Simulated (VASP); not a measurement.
# N in VASP: settings compared

N is run at these levels: RPBE+D4, LDA, PBEsol; tasks: electric field gradients, density of states.

Program: VASP 6.6.1. These are calculated values, not measurements. Logs are shortened: lines on timing, memory, paths and dates and some standing lists are left out, and cuts for length are marked.

**1. The cell of the first run**

The typed cell holds 2 atoms: a = 2.512 Å, b = 2.517 Å, c = 2.460 Å, α = 88.32°, β = 91.90°, γ = 120.09°.

**2. Electric field gradients, RPBE+D4, collinear spin, antiferromagnetic start (the cell strained at random)**

INCAR

```
PREC = Accurate ; ENCUT = 520
EDIFF = 1E-8 ; ISMEAR = -1
SIGMA = 0.1 ; LREAL = F
LASPH = T ; NELM = 150
ALGO = Normal ; ISIF = 2
LWAVE = F ; LCHARG = F
ISPIN = 2 ; MAGMOM = 0.5 -0.5
LORBIT = 11 ; GGA = RP
IVDW = 13 ; LEFG = T
NBANDS = 16
```

KPOINTS

```
Automatic mesh
0
Gamma
  12 12 11
```

POSCAR

```
N
1.0
    2.5121080000     -0.0029530000     -0.0418190000
   -1.2586110000      2.1788460000      0.0370190000
   -0.0405990000      0.0180590000      2.4591230000
N
2
Direct
    0.3333333333      0.6666666667      0.7500000000
    0.6666666667      0.3333333333      0.2500000000
```

Potentials or basis: VASP PAW PBE potentials, release 64 (N).

Launch:

```sh
cat potpaw_PBE.64/N/POTCAR > POTCAR
mpirun -np 1 vasp_std > vasp.out
```

OUTCAR:

```text
PREC = Accurate
   ENCUT = 520
   EDIFF = 1E-8
   ISMEAR = -1
   LREAL = F
   LASPH = T
   NELM = 150
   ISIF = 2
   ISPIN = 2
   LORBIT = 11
   GGA = RP
   IVDW = 13

 ion  position               nearest neighbor table
   1  0.333  0.667  0.750-
   2  0.667  0.333  0.250-

  LATTYP: Found a triclinic cell.
 ALAT       =     4.3548611890
 B/A-ratio  =     0.5766275264
 C/A-ratio  =     1.1310529078
 COS(alpha) =     0.0035410002
 COS(beta)  =     0.4365881865
 COS(gamma) =     0.8658739193

  Lattice vectors:

 A1 = (  -0.0051140000,   4.3547390000,   0.0322190000)
 A2 = (   1.2534970000,   2.1758930000,  -0.0048000000)
 A3 = (  -3.7301200000,   2.1637400000,  -2.3802850000)

Analysis of symmetry for initial positions (statically):
=====================================================================
 Subroutine PRICEL returns:
 Original cell was already a primitive cell.

 Routine SETGRP: Setting up the symmetry group for a
 triclinic supercell.

 Subroutine GETGRP returns: Found  2 space group operations
 (whereof  2 operations were pure point group operations)
 out of a pool of  2 trial point group operations.

The static configuration has the point symmetry S_2 .

Analysis of symmetry for dynamics (positions and initial velocities):
=====================================================================
 Subroutine PRICEL returns:
 Original cell was already a primitive cell.

 Routine SETGRP: Setting up the symmetry group for a
 triclinic supercell.

 Subroutine GETGRP returns: Found  2 space group operations
 (whereof  2 operations were pure point group operations)
 out of a pool of  2 trial point group operations.

The dynamic configuration has the point symmetry S_2 .

Analysis of structural, dynamic, and magnetic symmetry:
=====================================================================
 Subroutine PRICEL returns:
 Original cell was already a primitive cell.

 Routine SETGRP: Setting up the symmetry group for a
 triclinic supercell.

 Subroutine GETGRP returns: Found  2 space group operations
[... 604 lines left out ...]
      5       6.7417      0.98131
      6       8.9089      0.00000
[... 8 lines left out ...]
     15      42.5225      0.00000
     16      45.8020      0.00000

 [... further k-points ...]

 spin component 2

 k-point     1 :       0.0000    0.0000    0.0000
  band No.  band energies     occupation
      1     -14.9728      1.00000
      2       1.2281      1.00000
      3       2.2163      1.00000
      4       4.8658      1.00000
      5       4.9004      1.00000
      6       9.9824      0.00000
[... 435 lines left out ...]
      5       6.7417      0.98131
      6       8.9089      0.00000
[... 8 lines left out ...]
     15      42.5225      0.00000
     16      45.8020      0.00000

 [... further k-points ...]

------------------------ aborting loop because EDIFF is reached ----------------------------------------

  DFT-D4 for vdW energy calculation

  Edisp (eV):   -0.84657

  FORCE on cell =-STRESS in cart. coord.  units (eV):
  Direction    XX          YY          ZZ          XY          YZ          ZX
  --------------------------------------------------------------------------------------
  -------------------------------------------------------------------------------------
  Total       0.99584     0.95453    -0.49891    -0.01603     0.12943    -0.29536
  in kB     118.65676   113.73461   -59.44648    -1.90975    15.42140   -35.19238
  external pressure =       57.65 kB  Pullay stress =        0.00 kB

 VOLUME and BASIS-vectors are now :
 -----------------------------------------------------------------------------
  energy-cutoff  :      520.00
  volume of cell :       13.45
      direct lattice vectors                 reciprocal lattice vectors
     2.512108000 -0.002953000 -0.041819000     0.398423877  0.230066611  0.004888262
    -1.258611000  2.178846000  0.037019000     0.000483889  0.459295239 -0.003364926
    -0.040599000  0.018059000  2.459123000     0.006768175 -0.003001678  0.406782820

 POSITION                                       TOTAL-FORCE (eV/Angst)
 -----------------------------------------------------------------------------------
     -0.03215      1.46512      1.85508        -0.037809      0.000194     -0.002142
      1.24505      0.72883      0.59924         0.037809     -0.000194      0.002142
 -----------------------------------------------------------------------------------
    total drift:                                0.000000     -0.000000      0.000000

  FREE ENERGIE OF THE ION-ELECTRON SYSTEM (eV)
  ---------------------------------------------------
  free  energy   TOTEN  =        -9.3725523131 eV

  energy  without entropy=       -9.3479325949  energy(sigma->0) =       -9.36024245

 Electric field gradients (V/A^2)
---------------------------------------------------------------------
 ion       V_xx      V_yy      V_zz      V_xy      V_xz      V_yz
---------------------------------------------------------------------
   1     -13.080   -12.631    25.711     0.256     5.304    -2.356
   2     -13.080   -12.631    25.711     0.256     5.304    -2.356
---------------------------------------------------------------------

 Electric field gradients after diagonalization (V/A^2)
 (convention: |V_zz| > |V_xx| > |V_yy|)
----------------------------------------------------------------------
 ion       V_xx      V_yy      V_zz     asymmetry (V_yy - V_xx)/ V_zz
----------------------------------------------------------------------
   1     -14.043   -12.515    26.558       0.058
   2     -14.043   -12.515    26.558       0.058
----------------------------------------------------------------------

           NMR quadrupolar parameters

 Cq : quadrupolar parameter    Cq=e*Q*V_zz/h
 eta: asymmetry parameters     (V_yy - V_xx)/ V_zz
 Q  : nuclear electric quadrupole moment in mb (millibarn)
----------------------------------------------------------------------
 ion       Cq(MHz)       eta       Q (mb)
----------------------------------------------------------------------
   1       0.064       0.058       1.000
   2       0.064       0.058       1.000
----------------------------------------------------------------------

 total charge

# of ion       s       p       d       tot
------------------------------------------
    1        1.401   1.990   0.000   3.390
    2        1.401   1.990   0.000   3.390
--------------------------------------------------
tot          2.801   3.980   0.000   6.781

 magnetization (x)

# of ion       s       p       d       tot
------------------------------------------
    1        0.000  -0.000   0.000  -0.000
    2       -0.000   0.000   0.000   0.000
--------------------------------------------------
tot          0.000   0.000   0.000   0.000
```

stdout:

```text
POSCAR found type information on POSCAR N
 POSCAR found :  1 types and       2 ions
 scaLAPACK will be used
 -----------------------------------------------------------------------------
[... 25 lines left out ...]
ion   2
     0.0000281    -0.1098555     0.8623437    -8.9959036    -1.9402549     0.1032268
     0.0000381    -0.1098555     0.8623437    -8.9959036    -1.9402549     0.1032268
     0.0000517    -0.1098555     0.8623437    -8.9959035    -1.9402548     0.1032268
     0.0000701    -0.1098555     0.8623437    -8.9959033    -1.9402548     0.1032268

     0.0000281    -0.2407851     2.0615701   -20.1266389    -4.6417773     0.2167030
     0.0000381    -0.2407850     2.0615698   -20.1266368    -4.6417768     0.2167029
     0.0000517    -0.2407850     2.0615695   -20.1266333    -4.6417759     0.2167029
     0.0000701    -0.2407849     2.0615688   -20.1266276    -4.6417745     0.2167028
```

Wall time 2.1 min (1 thread of Intel Xeon 6975P-C (Granite Rapids), shared host); peak memory 0.31 GiB.

What came out:

- Free energy: -9.3726 eV
- Pressure: 5.8 GPa
- Largest force: 0.038 eV/Å
- Band gap on the k mesh: zero (filled and empty bands overlap)
- Net moment: 0.00 μB per cell
- Valence electrons inside the program's atomic spheres: N 3.39
- Dispersion energy per atom: -0.423 eV

Forces on the atoms (eV/Å):
```
N   -0.038  0.000 -0.002
N    0.038  0.000  0.002
```

Electric field gradients, principal values (V/Å²):
```tsv
atom	least	middle	greatest (by size)
1 N	-12.515	-14.043	26.558
2 N	-12.515	-14.043	26.558
```

Caveat: the cell differs from its parent crystal (the cell strained at random); without QUAD_EFG the Cq values of the log hold for a quadrupole moment of 1 mb, not for the nuclei; the PAW data sets were made with another functional, which shifts forces and pressure a little; pairwise dispersion overbinds metals, which lowers pressure and volume.

**3. Density of states, LDA**

POSCAR

```
N
1.0
    2.5194737886      0.0000000000      0.0000000000
   -1.2597368943      2.1819283051      0.0000000000
    0.0000000000      0.0000000000      2.4460020000
N
2
Direct
    0.3333333333      0.6666666667      0.7500000000
    0.6666666667      0.3333333333      0.2500000000
```

INCAR.step1

```
SYSTEM = N
ALGO = Normal ; EDIFF = 1E-6
ENCUT = 520 ; ISIF = 2
ISMEAR = -1 ; LASPH = .True.
LCHARG = .True. ; LREAL = .False.
LWAVE = .False. ; NBANDS = 12
NELM = 80 ; PREC = Accurate
SIGMA = 0.05
```

KPOINTS.step1

```
k-points
0
Gamma
  7 7 6
  0 0 0
```

INCAR.step2

```
SYSTEM = N
ALGO = Normal ; EDIFF = 1E-6
ENCUT = 520 ; ICHARG = 11
ISIF = 2 ; ISMEAR = -5
LASPH = .True. ; LCHARG = .False.
LORBIT = 11 ; LREAL = .False.
LWAVE = .False. ; NEDOS = 1001
NELM = 80 ; PREC = Accurate
SIGMA = 0.05
```

KPOINTS.step2

```
k-points
0
Gamma
  11 11 9
  0 0 0
```

Potentials or basis: VASP PAW LDA potentials, release 64 (N).

Launch:

```sh
cat potpaw_LDA.64/N/POTCAR > POTCAR
cp INCAR.step1 INCAR
cp KPOINTS.step1 KPOINTS
mpirun -np 1 vasp_std > vasp.out
cp INCAR.step2 INCAR
cp KPOINTS.step2 KPOINTS
mpirun -np 1 vasp_std > vasp.out
```

OUTCAR:

```text
SYSTEM = N
   EDIFF = 1E-6
   ENCUT = 520
   ICHARG = 11
   ISIF = 2
   ISMEAR = -5
   LASPH = .True.
   LORBIT = 11
   LREAL = .False.
   NELM = 80
   PREC = Accurate

 ion  position               nearest neighbor table
   1  0.333  0.667  0.750-
   2  0.667  0.333  0.250-

  LATTYP: Found a hexagonal cell.
 ALAT       =     2.5194737886
 C/A-ratio  =     0.9708384390

  Lattice vectors:
[... 484 lines left out ...]
  --------------------------------------------------------------------------------------
  -------------------------------------------------------------------------------------
  Total       -0.1768525     -0.1768525     -0.9634843      0.0000000      0.0000000      0.0000000
  in kB      -21.0724362    -21.0724362   -114.8016380      0.0000000      0.0000000      0.0000000
  external PRESSURE =     -52.3155035 kB  Pullay stress =       0.0000000 kB

 VOLUME and BASIS-vectors are now :
 -----------------------------------------------------------------------------
  energy-cutoff  :      520.00
  volume of cell :       13.45
      direct lattice vectors                 reciprocal lattice vectors
     2.519473789  0.000000000  0.000000000     0.396908277  0.229155100  0.000000000
    -1.259736894  2.181928305  0.000000000     0.000000000  0.458310201  0.000000000
     0.000000000  0.000000000  2.446002000     0.000000000  0.000000000  0.408830410

 POSITION                                       TOTAL-FORCE (eV/Angst)
 -----------------------------------------------------------------------------------
     -0.00000      1.45462      1.83450         0.000000     -0.000000      0.000000
      1.25974      0.72731      0.61150        -0.000000      0.000000     -0.000000
 -----------------------------------------------------------------------------------
    total drift:                               -0.000000      0.000000      0.000000

  FREE ENERGIE OF THE ION-ELECTRON SYSTEM (eV)
  ---------------------------------------------------
  free  energy   TOTEN  =       -11.3768037137 eV

  energy  without entropy=      -11.3768037137  energy(sigma->0) =      -11.37680371

 total charge

# of ion       s       p       d       tot
------------------------------------------
    1        1.380   1.968   0.000   3.349
    2        1.380   1.968   0.000   3.349
--------------------------------------------------
tot          2.760   3.937   0.000   6.697
```

OUTCAR.step1:

```text
SYSTEM = N
   EDIFF = 1E-6
   ENCUT = 520
   ISIF = 2
   ISMEAR = -1
[... 585 lines left out ...]
     -0.00000      1.45462      1.83450        -0.000000      0.000000      0.000000
      1.25974      0.72731      0.61150         0.000000     -0.000000      0.000000
 -----------------------------------------------------------------------------------
    total drift:                               -0.000000      0.000000      0.000000

  FREE ENERGIE OF THE ION-ELECTRON SYSTEM (eV)
  ---------------------------------------------------
  free  energy   TOTEN  =       -11.4018481667 eV

  energy  without entropy=      -11.3922756155  energy(sigma->0) =      -11.39706189
```

Wall time 7.3 s (1 thread of Intel Xeon Platinum 8259CL at 2.50GHz (Skylake/Cascade Lake), shared host); peak memory 0.11 GiB.

What came out:

* Valence electrons inside the program's atomic spheres: N 3.35

Caveat: the k points lie up to 0.43 Å⁻¹ apart; tetrahedron occupations give inexact forces and stress in metals.

**4. Density of states, PBEsol**

POSCAR is that of step 3.

INCAR.step1

```
SYSTEM = N
ALGO = Normal
EDIFF = 1E-7
ENCUT = 520
GGA = PS
ISIF = 2
ISMEAR = -1
LASPH = .True.
LCHARG = .True.
LREAL = .False.
LWAVE = .False.
NBANDS = 12
NELM = 60
PREC = Accurate
SIGMA = 0.05
```

KPOINTS.step1 is that of step 3.

INCAR.step2

```
SYSTEM = N
ALGO = Normal
EDIFF = 1E-7
ENCUT = 520
GGA = PS
ICHARG = 11
ISIF = 2
ISMEAR = -5
LASPH = .True.
LCHARG = .False.
LORBIT = 11
LREAL = .False.
LWAVE = .False.
NEDOS = 1001
NELM = 60
PREC = Accurate
SIGMA = 0.05
```

KPOINTS.step2 is that of step 3.

Potentials or basis: VASP PAW PBE potentials, release 64 (N).

Launch:

```sh
cat potpaw_PBE.64/N/POTCAR > POTCAR
cp INCAR.step1 INCAR
cp KPOINTS.step1 KPOINTS
mpirun -np 1 vasp_std > vasp.out
cp INCAR.step2 INCAR
cp KPOINTS.step2 KPOINTS
mpirun -np 1 vasp_std > vasp.out
```

It took 8.6 s on 1 thread of Intel Xeon Platinum 8259CL at 2.50GHz (Skylake/Cascade Lake), shared host; peak memory 0.12 GiB.

It converged, with:

| Item | Value |
| --- | --- |
| Valence electrons inside the program's atomic spheres | N 3.37 |

Levels at points of the mesh, in eV from the Fermi level:
| k point | band 1 | band 2 | band 3 | band 4 | band 5 | band 6 | band 7 | band 8 | band 9 |
| --- | --- | --- | --- | --- | --- | --- | --- | --- | --- |
| (0.00, 0.00, 0.00) | -22.01 | -5.52 | -4.74 | -2.28 | -2.28 | 2.91 | 2.91 | 6.26 | 14.39 |

Caveat: the k points lie up to 0.43 Å⁻¹ apart; the PAW data sets were made with another functional, which shifts forces and pressure a little; tetrahedron occupations give inexact forces and stress in metals.
